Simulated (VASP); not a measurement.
A run of VASP 6.6.1 is set up as follows.

INCAR

```
SYSTEM = Rb
PREC = Accurate ; ENCUT = 520
EDIFF = 1E-6 ; ISMEAR = 0
SIGMA = 0.05 ; LREAL = .False.
LASPH = .True. ; NELM = 80
ALGO = Fast ; ISIF = 2
LWAVE = .False. ; LCHARG = .False.
GGA = PE ; NBANDS = 16
```

File KPOINTS:

```
regular mesh
0
Gamma
  8 8 4
  0 0 0
```

Contents of POSCAR:

```
Rb
1.0
    2.5381762600     -4.4447189800      0.0000000000
    2.5381762600      4.4447189800      0.0000000000
    0.0000000000      0.0000000000      8.4480028000
Rb
2
Direct
    0.8397112600      0.1602887400      0.7500000000
    0.1602887400      0.8397112600      0.2500000000
```

Potentials or basis: VASP PAW PBE potentials, release 64 (Rb_sv).

Launch:

```console
$ cat potpaw_PBE.64/Rb_sv/POTCAR > POTCAR
$ mpirun -np 1 vasp_std > vasp.out
```

Q: What does it give for the pressure?

A: -0.1 GPa.

Q: What does it give for the largest force?

A: 0.004 eV/Å.

Q: What does it give for the band gap on the k mesh?

A: Zero (bands 9 and 10 overlap by 2.14 eV).

Forces on the atoms (eV/Å):
```
Rb   0.000  0.004  0.000
Rb   0.000 -0.004  0.000
```
